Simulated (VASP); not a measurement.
# Al5GaN6 (P-3m1) in VASP: a series of runs, part 2 of 2

VASP 6.6.1.

### 4 Single point, PBE

INCAR reads:

```
SYSTEM = Al5GaN6
  PREC = Accurate
  ENCUT = 520
  EDIFF = 1E-6
  ISMEAR = 0
  SIGMA = 0.02
  LREAL = .FALSE.
  LASPH = .TRUE.
  NELM = 100
  ALGO = Normal
  ISIF = 2
  LWAVE = .FALSE.
  LCHARG = .FALSE.
  GGA = PE
  NBANDS = 41
```

KPOINTS reads:

```
regular mesh
0
G
  12 12 2
  0 0 0
```

POSCAR reads:

```
Al5GaN6
1.0
    2.9015176667      0.0000000000      0.0000000000
   -1.4507588334      2.5127880089      0.0000000000
    0.0000000000      0.0000000000     14.2283434570
Al Ga N
5 1 6
Direct
    0.0000000000      0.0000000000      0.5000000000
    0.3333333333      0.6666666667      0.3350066833
    0.6666666667      0.3333333333      0.1699954386
    0.3333333333      0.6666666667      0.8300045614
    0.6666666667      0.3333333333      0.6649933167
    0.0000000000      0.0000000000      0.0000000000
    0.3333333333      0.6666666667      0.5824900108
    0.6666666667      0.3333333333      0.4175099892
    0.0000000000      0.0000000000      0.2525606214
    0.3333333333      0.6666666667      0.0889442496
    0.6666666667      0.3333333333      0.9110557504
    0.0000000000      0.0000000000      0.7474393786
```

Potentials or basis: VASP PAW PBE potentials, release 64 (Al, Ga_d, N).

Launch:

```
cat potpaw_PBE.64/Al/POTCAR potpaw_PBE.64/Ga_d/POTCAR potpaw_PBE.64/N/POTCAR > POTCAR
mpirun -np 1 vasp_std > vasp.out
```

OUTCAR:

```text
SYSTEM = Al5GaN6
   PREC = Accurate
   ENCUT = 520
   EDIFF = 1E-6
   ISMEAR = 0
   LREAL = .FALSE.
   LASPH = .TRUE.
   NELM = 100
   ISIF = 2
   GGA = PE

 ion  position               nearest neighbor table
   1  0.000  0.000  0.500-   7 2.05   8 2.05   8 2.05   7 2.05   8 2.05   7 2.05   2 2.88   5 2.88
                             2 2.88   5 2.88   5 2.88   2 2.88
   2  0.333  0.667  0.335-   9 2.05   9 2.05   9 2.05   8 2.05   8 2.05   8 2.05   1 2.88   1 2.88
                             1 2.88   3 2.88   3 2.88   3 2.88
   3  0.667  0.333  0.170-  10 2.03  10 2.03  10 2.03   9 2.05   9 2.05   9 2.05   2 2.88   2 2.88
                             2 2.88   6 2.94   6 2.94   6 2.94
   4  0.333  0.667  0.830-  11 2.03  11 2.03  11 2.03  12 2.05  12 2.05  12 2.05   5 2.88   5 2.88
                             5 2.88   6 2.94   6 2.94   6 2.94
   5  0.667  0.333  0.665-  12 2.05  12 2.05  12 2.05   7 2.05   7 2.05   7 2.05   1 2.88   1 2.88
                             1 2.88   4 2.88   4 2.88   4 2.88
   6  0.000  0.000  0.000-  10 2.10  11 2.10  11 2.10  10 2.10  11 2.10  10 2.10   3 2.94   4 2.94
                             4 2.94   3 2.94   3 2.94   4 2.94
   7  0.333  0.667  0.582-   1 2.05   1 2.05   1 2.05   5 2.05   5 2.05   5 2.05
   8  0.667  0.333  0.418-   1 2.05   1 2.05   1 2.05   2 2.05   2 2.05   2 2.05
   9  0.000  0.000  0.253-   2 2.05   2 2.05   2 2.05   3 2.05   3 2.05   3 2.05
  10  0.333  0.667  0.089-   3 2.03   3 2.03   3 2.03   6 2.10   6 2.10   6 2.10
  11  0.667  0.333  0.911-   4 2.03   4 2.03   4 2.03   6 2.10   6 2.10   6 2.10
  12  0.000  0.000  0.747-   5 2.05   5 2.05   5 2.05   4 2.05   4 2.05   4 2.05

  LATTYP: Found a hexagonal cell.
 ALAT       =     2.9015176667
 C/A-ratio  =     4.9037590294

  Lattice vectors:

 A1 = (   2.9015176667,   0.0000000000,   0.0000000000)
 A2 = (  -1.4507588334,   2.5127880089,   0.0000000000)
 A3 = (   0.0000000000,   0.0000000000,  14.2283434570)

Analysis of symmetry for initial positions (statically):
=====================================================================
 Subroutine PRICEL returns:
 Original cell was already a primitive cell.

 Routine SETGRP: Setting up the symmetry group for a
 hexagonal supercell.

 Subroutine GETGRP returns: Found 12 space group operations
 (whereof 12 operations were pure point group operations)
 out of a pool of 24 trial point group operations.

The static configuration has the point symmetry D_3d.

Analysis of symmetry for dynamics (positions and initial velocities):
=====================================================================
 Subroutine PRICEL returns:
 Original cell was already a primitive cell.

 Routine SETGRP: Setting up the symmetry group for a
 hexagonal supercell.

 Subroutine GETGRP returns: Found 12 space group operations
 (whereof 12 operations were pure point group operations)
 out of a pool of 24 trial point group operations.

The dynamic configuration has the point symmetry D_3d.

 Subroutine INISYM returns: Found 12 space group operations
 (whereof 12 operations are pure point group operations),
 and found     1 'primitive' translations

----------------------------------------------------------------------------------------

                                     Primitive cell

  volume of cell :     103.7374

  direct lattice vectors                    reciprocal lattice vectors
     2.901517667  0.000000000  0.000000000     0.344647221  0.198982166  0.000000000
    -1.450758833  2.512788009  0.000000000     0.000000000  0.397964331  0.000000000
     0.000000000  0.000000000 14.228343457     0.000000000  0.000000000  0.070282251
[... 96 lines left out ...]
   ISTART =      0    job   : 0-new  1-cont  2-samecut
   ICHARG =      2    charge: 1-file 2-atom 10-const
   ISPIN  =      1    spin polarized calculation?
   LNONCOLLINEAR =      F non collinear calculations
   LSORBIT =      F    spin-orbit coupling
   LASPH  =      T    aspherical Exc in radial PAW
   ENCUT  =  520.0 eV  38.22 Ry    6.18 a.u.   5.39  5.39 26.46*2*pi/ulx,y,z
   NELM   =    100;   NELMIN=  2; NELMDL= -5     # of ELM steps
   EDIFF  = 0.1E-05   stopping-criterion for ELM
   LREAL  =      F    real-space projection
   EDIFFG = 0.1E-04   stopping-criterion for IOM
   NSW    =      0    number of steps for IOM
   IBRION =     -1    ionic relax: 0-MD 1-quasi-New 2-CG
   NFREE  =      0    steps in history (QN), initial steepest desc. (CG)
   ISIF   =      2    stress and relaxation
   ISYM   =      2    0-nonsym 1-usesym 2-fastsym
   POTIM  = 0.5000    time-step for ionic-motion
   TEBEG  =    0.0;   TEEND  =   0.0 temperature during run
   PSTRESS=    0.0 pullay stress
   NELECT =      58.0000    total number of electrons
   NUPDOWN=      -1.0000    fix difference up-down
   EMIN   =  10.00;   EMAX   =-10.00  energy-range for DOS
   EFERMI =   0.00;   METHOD = LEGACY
   ISMEAR =     0;   SIGMA  =   0.02  broadening in eV -4-tet -1-fermi 0-gaus
   EFERMI_NEDOS =   21; number of points for ismear=-14 and -15
   IALGO  =     38    algorithm
   IMIX   =      4    mixing-type and parameters
     AMIX     =   0.40;   BMIX     =  1.00
     AMIX_MAG =   1.60;   BMIX_MAG =  1.00
  volume/ion in A,a.u.               =       8.64        58.34
  Fermi-wavevector in a.u.,A,eV,Ry     =   1.348670  2.548617 24.747783  1.818911
  Thomas-Fermi vector in A             =   2.476320
   LORBIT       =      0    0 simple, 1 ext, 2 COOP (PROOUT), +10 PAW based schemes
   GGA     = PE    functional components
   LHFCALC =     F    Hartree Fock is set to
   AEXX    =    0.0000 exact exchange contribution
   IVDW    =     0    specifies the selected vdW correction
   LEPSILON=     F    determine dielectric tensor
   LRPA    =     F    only Hartree local field effects (RPA)
 non-spin polarized calculation
 Gauss-broadening in eV      SIGMA  =   0.02
  energy-cutoff  :      520.00
  volume of cell :      103.74
 maximum number of plane-waves:      2872
 NGX is ok and might be reduce to    24
   NGX = 11   NGY = 11   NGZ = 53

 number of electron      57.9999991 magnetization

 Free energy of the ion-electron system (eV)
  ---------------------------------------------------
  ext. energy  EPLUGINS =         0.00000000
  ---------------------------------------------------
  free energy    TOTEN  =       -83.76500987 eV

  energy without entropy =      -83.76500987  energy(sigma->0) =      -83.76500987

 E-fermi :   9.4379     XC(G=0): -12.3291

 val. band max:        9.2967153598   @ k =   0.0000   0.0000   0.5000
 cond. band min:      12.4081987034   @ k =   0.5000   0.0000   0.0000
 fundamental gap:      3.1114833436
 Fermi energy:         9.4379197070

 k-point     1 :       0.0000    0.0000    0.0000
  band No.  band energies     occupation
      1      -8.0050      2.00000
      2      -7.4731      2.00000
      3      -7.4259      2.00000
      4      -6.0167      2.00000
      5      -5.9864      2.00000
      6      -4.8353      2.00000
[... 1045 lines left out ...]
     40      19.4761      0.00000
     41      19.5701      0.00000

 [... further k-points ...]

------------------------ aborting loop because EDIFF is reached ----------------------------------------

  FORCE on cell =-STRESS in cart. coord.  units (eV):
  Direction    XX          YY          ZZ          XY          YZ          ZX
  --------------------------------------------------------------------------------------
  -------------------------------------------------------------------------------------
  Total        0.0068812      0.0068812     -0.0364129     -0.0000000      0.0000000     -0.0000000
  in kB        0.1062772      0.1062772     -0.5623812     -0.0000000      0.0000000     -0.0000000
  external PRESSURE =      -0.1166089 kB  Pullay stress =       0.0000000 kB

 VOLUME and BASIS-vectors are now :
 -----------------------------------------------------------------------------
  energy-cutoff  :      520.00
  volume of cell :      103.74
      direct lattice vectors                 reciprocal lattice vectors
     2.901517667  0.000000000  0.000000000     0.344647221  0.198982166  0.000000000
    -1.450758833  2.512788009  0.000000000     0.000000000  0.397964331  0.000000000
     0.000000000  0.000000000 14.228343457     0.000000000  0.000000000  0.070282251

 POSITION                                       TOTAL-FORCE (eV/Angst)
 -----------------------------------------------------------------------------------
      0.00000      0.00000      7.11417        -0.000000      0.000000      0.000000
     -0.00000      1.67519      4.76659         0.000000     -0.000000     -0.000524
      1.45076      0.83760      2.41875         0.000000     -0.000000      0.003918
     -0.00000      1.67519     11.80959        -0.000000      0.000000     -0.003918
      1.45076      0.83760      9.46175        -0.000000      0.000000      0.000524
      0.00000      0.00000      0.00000        -0.000000      0.000000      0.000000
     -0.00000      1.67519      8.28787         0.000000      0.000000     -0.000077
      1.45076      0.83760      5.94048        -0.000000      0.000000      0.000077
      0.00000      0.00000      3.59352         0.000000     -0.000000      0.000706
     -0.00000      1.67519      1.26553        -0.000000      0.000000      0.047784
      1.45076      0.83760     12.96281         0.000000     -0.000000     -0.047784
      0.00000      0.00000     10.63482        -0.000000      0.000000     -0.000706
 -----------------------------------------------------------------------------------
    total drift:                               -0.000000     -0.000000      0.000000

  FREE ENERGIE OF THE ION-ELECTRON SYSTEM (eV)
  ---------------------------------------------------
  free  energy   TOTEN  =       -83.7650098700 eV

  energy  without entropy=      -83.7650098700  energy(sigma->0) =      -83.76500987
```

Run time: 6.4 min. Hardware: 1 thread of AMD EPYC 7R13, shared host; peak memory 0.28 GiB.

Results:

```yaml
Free_energy: -83.7650 eV
Pressure: 0.0 GPa
Largest_force: 0.048 eV/Å
Band_gap_on_the_k_mesh: 3.11 eV (least direct gap 3.89 eV)
```

Forces on the atoms (eV/Å):
```
Al   0.000  0.000  0.000
Al   0.000  0.000 -0.001
Al   0.000  0.000  0.004
Al   0.000  0.000 -0.004
Al   0.000  0.000  0.001
Ga   0.000  0.000  0.000
N    0.000  0.000  0.000
N    0.000  0.000  0.000
N    0.000  0.000  0.001
N    0.000  0.000  0.048
N    0.000  0.000 -0.048
N    0.000  0.000 -0.001
```

Levels at points of the mesh, in eV from the valence-band top:
| k point | band 25 | band 26 | band 27 | band 28 | band 29 | band 30 | band 31 | band 32 | band 33 | band 34 |
| --- | --- | --- | --- | --- | --- | --- | --- | --- | --- | --- |
| (0.00, 0.00, 0.00) | -0.07 | -0.06 | -0.06 | -0.05 | -0.05 | 4.47 | 5.76 | 6.01 | 6.07 | 6.22 |
| (0.50, 0.00, 0.00) | -2.37 | -1.54 | -1.40 | -0.82 | -0.77 | 3.11 | 4.90 | 5.29 | 5.65 | 5.81 |
| (0.00, 0.00, 0.50) | -0.29 | -0.16 | -0.16 | 0.00 | 0.00 | 4.70 | 5.60 | 5.86 | 5.90 | 6.39 |
| (0.50, 0.00, 0.50) | -1.91 | -1.50 | -1.24 | -1.18 | -0.83 | 3.23 | 4.60 | 5.79 | 5.97 | 5.98 |

### 5 Relaxation of cell and atoms, PBE

INCAR reads:

```
ALGO     = Normal         # electronic algorithm
EDIFF    = 1E-7           # SCF threshold, eV
EDIFFG   = -0.04          # ionic threshold
ENCUT    = 600            # plane-wave cutoff, eV
GGA      = PE             # functional
IBRION   = 2              # ionic algorithm
ISIF     = 3              # what is computed and relaxed
ISMEAR   = 0              # smearing method
LASPH    = T              # aspherical terms in the spheres
LCHARG   = F              # write CHGCAR
LREAL    = F              # projectors in reciprocal space
LWAVE    = F              # write WAVECAR
NELM     = 100            # most SCF steps
NSW      = 90             # ionic steps
PREC     = Accurate       # precision mode
SIGMA    = 0.1            # smearing width, eV
```

KPOINTS reads:

```
k-points
0
Gamma
  6 6 2
```

POSCAR reads:

```
Al5GaN6
1.0
    2.9016782807      0.0000000000      0.0000000000
   -1.4508391404      2.5129271047      0.0000000000
    0.0000000000      0.0000000000     14.2254999693
Al Ga N
5 1 6
Direct
    0.0000000000      0.0000000000      0.5000000000
    0.3333333333      0.6666666667      0.3350074995
    0.6666666667      0.3333333333      0.1699970337
    0.3333333333      0.6666666667      0.8300029663
    0.6666666667      0.3333333333      0.6649925005
    0.0000000000      0.0000000000      0.0000000000
    0.3333333333      0.6666666667      0.5824897036
    0.6666666667      0.3333333333      0.4175102964
    0.0000000000      0.0000000000      0.2525591857
    0.3333333333      0.6666666667      0.0889522166
    0.6666666667      0.3333333333      0.9110477834
    0.0000000000      0.0000000000      0.7474408143
```

Launch:

```
cat potpaw_PBE.64/Al/POTCAR potpaw_PBE.64/Ga_d/POTCAR potpaw_PBE.64/N/POTCAR > POTCAR
mpirun -np 1 vasp_std > vasp.out
```

Run time: 3.5 min. Hardware: 1 thread of AMD EPYC 7R13, shared host; peak memory 0.26 GiB.

It converged, with:

```yaml
Free_energy: -83.7581 eV
Relaxed_volume: 8.63 Å³/atom
Relaxed_cell: a = 2.900 Å, b = 2.900 Å, c = 14.218 Å, α = 90.00°, β = 90.00°, γ = 120.00°
Space_group_after_relaxing_to_0.1_Å: P-3m1 (No. 164)
Energy_gained_by_relaxing: 0.0 meV/atom
Ionic_steps: 2
Pressure_after_relaxing: 0.2 GPa
Largest_force_after_relaxing: 0.027 eV/Å
Band_gap_on_the_k_mesh: 3.11 eV (least direct gap 3.89 eV)
```

Forces in eV/Å, atoms in the order of the input:
```
Al   0.000  0.000  0.000
Al   0.000  0.000  0.003
Al   0.000  0.000  0.027
Al   0.000  0.000 -0.027
Al   0.000  0.000 -0.003
Ga   0.000  0.000  0.000
N    0.000  0.000  0.001
N    0.000  0.000 -0.001
N    0.000  0.000  0.002
N    0.000  0.000 -0.006
N    0.000  0.000  0.006
N    0.000  0.000 -0.002
```

Step by step:
```tsv
step	energy change (eV)	largest force (eV/Å)	pressure (GPa)	volume (Å³)
1	0.0000	0.0500	-0.19	103.73
2	-0.0001	0.0274	0.18	103.57
```

Final structure:
```cif
data_structure
_symmetry_space_group_name_H-M 'P 1'
_symmetry_Int_Tables_number 1
_cell_length_a 2.9002
_cell_length_b 2.9002
_cell_length_c 14.2185
_cell_angle_alpha 90.000
_cell_angle_beta 90.000
_cell_angle_gamma 120.000
_cell_volume 103.57
loop_
_atom_site_label
_atom_site_type_symbol
_atom_site_fract_x
_atom_site_fract_y
_atom_site_fract_z
_atom_site_occupancy
Al1 Al 0.00000 0.00000 0.50000 1
Al2 Al 0.33333 0.66667 0.33500 1
Al3 Al 0.66667 0.33333 0.17000 1
Al4 Al 0.33333 0.66667 0.83000 1
Al5 Al 0.66667 0.33333 0.66500 1
Ga1 Ga 0.00000 0.00000 0.00000 1
N1 N 0.33333 0.66667 0.58249 1
N2 N 0.66667 0.33333 0.41751 1
N3 N 0.00000 0.00000 0.25257 1
N4 N 0.33333 0.66667 0.08912 1
N5 N 0.66667 0.33333 0.91088 1
N6 N 0.00000 0.00000 0.74743 1
```

Levels at points of the mesh, in eV from the valence-band top:
```csv
k point,band 25,band 26,band 27,band 28,band 29,band 30,band 31,band 32,band 33,band 34
"(0.00, 0.00, 0.00)",-0.06,-0.06,-0.06,-0.06,-0.06,4.48,5.77,6.03,6.08,6.23
"(0.50, 0.00, 0.00)",-2.37,-1.54,-1.40,-0.82,-0.78,3.11,4.91,5.30,5.65,5.81
"(0.00, 0.00, 0.50)",-0.29,-0.16,-0.16,0.00,0.00,4.71,5.62,5.87,5.92,6.41
"(0.50, 0.00, 0.50)",-1.92,-1.50,-1.24,-1.17,-0.83,3.23,4.62,5.80,5.97,5.99
```

### 6 The runs side by side

```csv
task,cell,k mesh,cutoff (eV),smearing,gap on the mesh (eV),pressure (GPa),relaxed volume (Å³/atom),largest force (eV/Å)
single point,"a = 2.902, b = 2.902, c = 14.225 Å, angles 90.0, 90.0, 120.0°, 12 atoms, atomic positions A",6 × 6 × 2,520,gaussian 0.1 eV,3.11,0.0,-,0.05
relaxation of cell and atoms,"relaxed from a = 3.342, b = 3.342, c = 16.372 Å, angles 90.0, 90.0, 120.0°, 12 atoms, atomic positions B",6 × 6 × 1,600,gaussian 0.1 eV,3.17,0.3,8.63,0.03
single point,"a = 2.902, b = 2.902, c = 14.228 Å, angles 90.0, 90.0, 120.0°, 12 atoms, atomic positions A",12 × 12 × 2,520,gaussian 0.02 eV,3.11,0.0,-,0.05
relaxation of cell and atoms,"relaxed from a = 2.902, b = 2.902, c = 14.225 Å, angles 90.0, 90.0, 120.0°, 12 atoms, atomic positions A",6 × 6 × 2,600,gaussian 0.1 eV,3.11,0.2,8.63,0.03
```

Alike in all rows: level PBE; potentials or basis VASP PAW PBE potentials, release 64 (Al, Ga_d, N); no spin polarisation.

Caveats: the volume moved by over 15 % at a fixed basis, so the end points are rough (at least some runs).

Total energies depend on the potentials used, so only differences within one code and one set of settings carry meaning.
